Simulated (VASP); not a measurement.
# Cd (R-3m) in VASP: a series of runs

Runs on Cd. Level: PBE. Tasks: single point, relaxation of cell and atoms.

Program: VASP 6.6.1. These are calculated values, not measurements. Logs are shortened: lines on timing, memory, paths and dates and some standing lists are left out, and cuts for length are marked.

### 1 The cell of the first run

It takes space group R-3m (No. 166, trigonal). The conventional cell has a = 3.400 Å, b = 3.400 Å, c = 7.010 Å, α = 90.00°, β = 90.00°, γ = 120.00°. Cd (site symmetry -3m) has 12 Cd at 3.05 to 3.40 Å within 4.0 Å.

### 2 Single point, PBE

File INCAR:

```
PREC = Accurate ; ENCUT = 520
EDIFF = 1E-6 ; ISMEAR = 0
SIGMA = 0.1 ; LREAL = False
LASPH = True ; NELM = 100
ALGO = Normal ; ISIF = 2
LWAVE = False ; LCHARG = False
GGA = PE ; NBANDS = 19
```

File KPOINTS:

```
Automatic mesh
0
Gamma
  6 6 6
```

File POSCAR:

```
Cd
1.0
    1.7001005091      0.9815534866      4.6735270565
   -1.7001005091      0.9815534866      4.6735270565
    0.0000000000     -1.9631069732      4.6735270565
Cd
2
Direct
    0.2500053101      0.2500053101      0.2500053101
    0.7499946899      0.7499946899      0.7499946899
```

Potentials or basis: VASP PAW PBE potentials, release 64 (Cd).

Command:

```
$ cat potpaw_PBE.64/Cd/POTCAR > POTCAR
$ mpirun -np 1 vasp_std > vasp.out
```

OUTCAR:

```text
PREC = Accurate
   ENCUT = 520
   EDIFF = 1E-6
   ISMEAR = 0
   LREAL = False
   LASPH = True
   NELM = 100
   ISIF = 2
   GGA = PE

 ion  position               nearest neighbor table
   1  0.250  0.250  0.250-   2 3.05   2 3.05   2 3.05   2 3.05   2 3.05   2 3.05
   2  0.750  0.750  0.750-   1 3.05   1 3.05   1 3.05   1 3.05   1 3.05   1 3.05

  LATTYP: Found a trigonal (rhomboedric) cell.
 ALAT       =     5.0690871107
 COS(alpha) =     0.7750325521

  Lattice vectors:

 A1 = (   1.7001005091,   0.9815534866,   4.6735270565)
 A2 = (  -1.7001005091,   0.9815534866,   4.6735270565)
 A3 = (   0.0000000000,  -1.9631069732,   4.6735270565)

Analysis of symmetry for initial positions (statically):
=====================================================================
 Subroutine PRICEL returns:
 Original cell was already a primitive cell.

 Routine SETGRP: Setting up the symmetry group for a
 trigonal (rhombohedral) supercell.

 Subroutine GETGRP returns: Found 12 space group operations
 (whereof 12 operations were pure point group operations)
 out of a pool of 12 trial point group operations.

The static configuration has the point symmetry D_3d.

Analysis of symmetry for dynamics (positions and initial velocities):
=====================================================================
 Subroutine PRICEL returns:
 Original cell was already a primitive cell.

 Routine SETGRP: Setting up the symmetry group for a
 trigonal (rhombohedral) supercell.

 Subroutine GETGRP returns: Found 12 space group operations
 (whereof 12 operations were pure point group operations)
 out of a pool of 12 trial point group operations.

The dynamic configuration has the point symmetry D_3d.

 Subroutine INISYM returns: Found 12 space group operations
 (whereof 12 operations are pure point group operations),
 and found     1 'primitive' translations

----------------------------------------------------------------------------------------

                                     Primitive cell

  volume of cell :      46.7934

  direct lattice vectors                    reciprocal lattice vectors
     1.700100509  0.981553487  4.673527057     0.294100259  0.169798864  0.071323720
    -1.700100509  0.981553487  4.673527057    -0.294100259  0.169798864  0.071323720
     0.000000000 -1.963106973  4.673527057     0.000000000 -0.339597727  0.071323720

  length of vectors
     5.069087111  5.069087111  5.069087111     0.347006757  0.347006757  0.347006757

  position of ions in fractional coordinates (direct lattice)
     0.250005310  0.250005310  0.250005310
     0.749994690  0.749994690  0.749994690

  ion indices of the primitive-cell ions
   primitive index   ion index
                 1           1
                 2           2

----------------------------------------------------------------------------------------

 KPOINTS: Automatic mesh

Automatic generation of k-mesh.
 Grid dimensions read from file:
 generate k-points for:    6    6    6

 Generating k-lattice:

  Cartesian coordinates                     Fractional coordinates (reciprocal lattice)
     0.049016710  0.028299811  0.011887287     0.166666667 -0.000000000 -0.000000000
    -0.049016710  0.028299811  0.011887287    -0.000000000  0.166666667 -0.000000000
     0.000000000 -0.056599621  0.011887287    -0.000000000 -0.000000000  0.166666667

  Length of vectors
     0.057834460  0.057834460  0.057834460

  Shift w.r.t. Gamma in fractional coordinates (k-lattice)
     0.000000000  0.000000000  0.000000000

 Subroutine IBZKPT returns following result:
 ===========================================

 Found     32 irreducible k-points:

 Following reciprocal coordinates:
            Coordinates               Weight
  0.000000  0.000000  0.000000      1.000000
  0.166667 -0.000000 -0.000000      6.000000
  0.333333  0.000000  0.000000      6.000000
  0.500000  0.000000 -0.000000      3.000000
  0.166667  0.166667 -0.000000      6.000000
  0.333333  0.166667 -0.000000     12.000000
[... 16 lines left out ...]
  0.500000  0.500000  0.166667      6.000000
 -0.333333  0.500000  0.166667     12.000000
 [... further k-points ...]
   k-points           NKPTS =     32   k-points in BZ     NKDIM =     32   number of bands    NBANDS=     19
   number of dos      NEDOS =    301   number of ions     NIONS =      2
   total plane-waves  NPLWV =  64000
   dimension x,y,z NGX =    40 NGY =   40 NGZ =   40
   dimension x,y,z NGXF=    80 NGYF=   80 NGZF=   80
   ions per type =               2
   NGX,Y,Z   is equivalent  to a cutoff of  13.12, 13.12, 13.12 a.u.
   NGXF,Y,Z  is equivalent  to a cutoff of  26.24, 26.24, 26.24 a.u.
 SYSTEM =  unknown system
   PREC   = accura    normal or accurate (medium, high low for compatibility)
   ISTART =      0    job   : 0-new  1-cont  2-samecut
   ICHARG =      2    charge: 1-file 2-atom 10-const
   ISPIN  =      1    spin polarized calculation?
   LNONCOLLINEAR =      F non collinear calculations
   LSORBIT =      F    spin-orbit coupling
   LASPH  =      T    aspherical Exc in radial PAW
   ENCUT  =  520.0 eV  38.22 Ry    6.18 a.u.   9.43  9.43  9.43*2*pi/ulx,y,z
   NELM   =    100;   NELMIN=  2; NELMDL= -5     # of ELM steps
   EDIFF  = 0.1E-05   stopping-criterion for ELM
   LREAL  =      F    real-space projection
   EDIFFG = 0.1E-04   stopping-criterion for IOM
   NSW    =      0    number of steps for IOM
   IBRION =     -1    ionic relax: 0-MD 1-quasi-New 2-CG
   NFREE  =      0    steps in history (QN), initial steepest desc. (CG)
   ISIF   =      2    stress and relaxation
   ISYM   =      2    0-nonsym 1-usesym 2-fastsym
   POTIM  = 0.5000    time-step for ionic-motion
   TEBEG  =    0.0;   TEEND  =   0.0 temperature during run
   PSTRESS=    0.0 pullay stress
   NELECT =      24.0000    total number of electrons
   NUPDOWN=      -1.0000    fix difference up-down
   EMIN   =  10.00;   EMAX   =-10.00  energy-range for DOS
   EFERMI =   0.00;   METHOD = LEGACY
   ISMEAR =     0;   SIGMA  =   0.10  broadening in eV -4-tet -1-fermi 0-gaus
   EFERMI_NEDOS =   21; number of points for ismear=-14 and -15
   IALGO  =     38    algorithm
   IMIX   =      4    mixing-type and parameters
     AMIX     =   0.40;   BMIX     =  1.00
     AMIX_MAG =   1.60;   BMIX_MAG =  1.00
  volume/ion in A,a.u.               =      23.40       157.89
  Fermi-wavevector in a.u.,A,eV,Ry     =   1.310440  2.476372 23.364636  1.717252
  Thomas-Fermi vector in A             =   2.440970
   LORBIT       =      0    0 simple, 1 ext, 2 COOP (PROOUT), +10 PAW based schemes
   GGA     = PE    functional components
   LHFCALC =     F    Hartree Fock is set to
   AEXX    =    0.0000 exact exchange contribution
   IVDW    =     0    specifies the selected vdW correction
   LEPSILON=     F    determine dielectric tensor
   LRPA    =     F    only Hartree local field effects (RPA)
 non-spin polarized calculation
 Gauss-broadening in eV      SIGMA  =   0.10
  energy-cutoff  :      520.00
  volume of cell :       46.79
 maximum number of plane-waves:      1278
 NGX is ok and might be reduce to    40
   NGX = 19   NGY = 19   NGZ = 19

 number of electron      24.0000003 magnetization

 Free energy of the ion-electron system (eV)
  ---------------------------------------------------
  ext. energy  EPLUGINS =         0.00000000
  ---------------------------------------------------
  free energy    TOTEN  =        -1.47859818 eV

  energy without entropy =       -1.47342947  energy(sigma->0) =       -1.47601382

 E-fermi :   2.0526     XC(G=0): -10.6060

 val. band max:        2.0461833768   @ k =   0.5000   0.3333   0.0000
 cond. band min:       2.0570927814   @ k =  -0.3333   0.3333   0.0000
 fundamental gap:      0.0109094047
 Fermi energy:         2.0526178894

 k-point     1 :       0.0000    0.0000    0.0000
  band No.  band energies     occupation
      1      -7.0633      2.00000
      2      -6.8887      2.00000
      3      -6.8887      2.00000
      4      -6.6963      2.00000
      5      -6.6963      2.00000
      6      -6.3816      2.00000
[... 11 lines left out ...]
     18      14.9725      0.00000
     19      14.9725      0.00000

 k-point     2 :       0.1667   -0.0000   -0.0000
  band No.  band energies     occupation
      1      -6.9370      2.00000
      2      -6.8941      2.00000
      3      -6.8067      2.00000
      4      -6.7258      2.00000
      5      -6.5807      2.00000
      6      -6.3540      2.00000
[... 11 lines left out ...]
     18      13.1310      0.00000
     19      13.8332      0.00000

 k-point     3 :       0.3333    0.0000    0.0000
  band No.  band energies     occupation
      1      -6.8771      2.00000
      2      -6.8255      2.00000
      3      -6.6111      2.00000
      4      -6.6058      2.00000
      5      -6.4828      2.00000
      6      -6.3519      2.00000
[... 11 lines left out ...]
     18      12.3245      0.00000
     19      12.5006      0.00000

 k-point     4 :       0.5000    0.0000   -0.0000
  band No.  band energies     occupation
      1      -6.7930      2.00000
      2      -6.7929      2.00000
      3      -6.6564      2.00000
      4      -6.6562      2.00000
      5      -6.3730      2.00000
      6      -6.3727      2.00000
[... 11 lines left out ...]
     18       9.7820      0.00000
     19      12.3153      0.00000

 k-point     5 :       0.1667    0.1667   -0.0000
  band No.  band energies     occupation
      1      -6.9630      2.00000
      2      -6.8684      2.00000
      3      -6.8658      2.00000
      4      -6.7251      2.00000
      5      -6.5415      2.00000
      6      -6.3204      2.00000
[... 11 lines left out ...]
     18      14.7327      0.00000
     19      14.8507      0.00000
[... 334 lines left out ...]
      2      -6.9609      2.00000
      3      -6.8110      2.00000
      4      -6.6585      2.00000
      5      -6.3361      2.00000
      6      -6.2974      2.00000
[... 11 lines left out ...]
     18      12.6126      0.00000
     19      15.0211      0.00000

 k-point    22 :      -0.1667    0.3333    0.1667
  band No.  band energies     occupation
      1      -6.9510      2.00000
      2      -6.9360      2.00000
      3      -6.9097      2.00000
      4      -6.7730      2.00000
      5      -6.2828      2.00000
      6      -6.2805      2.00000
[... 11 lines left out ...]
     18      14.8398      0.00000
     19      14.9431      0.00000

 k-point    23 :       0.5000    0.5000    0.1667
  band No.  band energies     occupation
      1      -7.1064      2.00000
      2      -6.9736      2.00000
      3      -6.9511      2.00000
      4      -6.8284      2.00000
      5      -6.3285      2.00000
      6      -6.1961      2.00000
[... 11 lines left out ...]
     18      14.8013      0.00000
     19      14.9044      0.00000

 k-point    24 :      -0.3333    0.5000    0.1667
  band No.  band energies     occupation
      1      -7.1440      2.00000
      2      -7.0236      2.00000
      3      -6.9144      2.00000
      4      -6.7669      2.00000
      5      -6.3026      2.00000
      6      -6.2474      2.00000
[... 11 lines left out ...]
     18      13.3130      0.00000
     19      14.6556      0.00000

 [... further k-points ...]

------------------------ aborting loop because EDIFF is reached ----------------------------------------

  FORCE on cell =-STRESS in cart. coord.  units (eV):
  Direction    XX          YY          ZZ          XY          YZ          ZX
  --------------------------------------------------------------------------------------
  -------------------------------------------------------------------------------------
  Total        0.0748832      0.0748832      0.1235466      0.0000000     -0.0000000      0.0000000
  in kB        2.5639555      2.5639555      4.2301608      0.0000000     -0.0000000      0.0000000
  external PRESSURE =       3.1193573 kB  Pullay stress =       0.0000000 kB

 VOLUME and BASIS-vectors are now :
 -----------------------------------------------------------------------------
  energy-cutoff  :      520.00
  volume of cell :       46.79
      direct lattice vectors                 reciprocal lattice vectors
     1.700100509  0.981553487  4.673527057     0.294100259  0.169798864  0.071323720
    -1.700100509  0.981553487  4.673527057    -0.294100259  0.169798864  0.071323720
     0.000000000 -1.963106973  4.673527057     0.000000000 -0.339597727  0.071323720

 POSITION                                       TOTAL-FORCE (eV/Angst)
 -----------------------------------------------------------------------------------
      0.00000      0.00000      3.50522         0.000000     -0.000000     -0.000655
      0.00000      0.00000     10.51536         0.000000      0.000000      0.000655
 -----------------------------------------------------------------------------------
    total drift:                               -0.000000      0.000000     -0.000000

  FREE ENERGIE OF THE ION-ELECTRON SYSTEM (eV)
  ---------------------------------------------------
  free  energy   TOTEN  =        -1.4785981789 eV

  energy  without entropy=       -1.4734294680  energy(sigma->0) =       -1.47601382
```

Run time: 19 s. Hardware: 1 thread of Intel Xeon 6975P-C (Granite Rapids), shared host; peak memory 0.23 GiB.

What came out:

```yaml
Free_energy: -1.4786 eV
Pressure: 0.3 GPa
Band_gap_on_the_k_mesh: zero (band 12 reaches 3.36 eV, above the bottom of band 13 at 1.36 eV)
```

Caveat: the k points lie up to 0.36 Å⁻¹ apart.

[end of part 1 of 2]
